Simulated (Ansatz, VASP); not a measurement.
Zr in VASP and in Ansatz

```
CELL_PARAMETERS angstrom
0.00000 2.34797 2.34797
2.34797 0.00000 2.34797
2.34797 2.34797 0.00000
ATOMIC_POSITIONS crystal
Zr 0.00000 0.00000 0.00000
```

Alike in both runs: task single point; functional PBE; k mesh 20 × 20 × 20; occupations fermi-dirac, width 0.05 eV; collinear spin.

|  | VASP | Ansatz |
| --- | --- | --- |
| version | VASP 6.6.1 | Ansatz 0.2.0 |
| potentials or method | VASP PAW PBE potentials, release 64 (Zr_sv), cutoff 520 eV | plane waves (420 eV) with PAW, scalar-relativistic |
| valence electrons in the cell | 12 | 12 |

VASP gave:

```
pressure (GPa)           : -8.2
net moment per atom (μB) : 0.00
```

Question: What did Ansatz give for the same quantities?

Answer: Pressure (GPa): -8.3; net moment per atom (μB): 0.00.

Ansatz's warnings: seeded moment not kept.
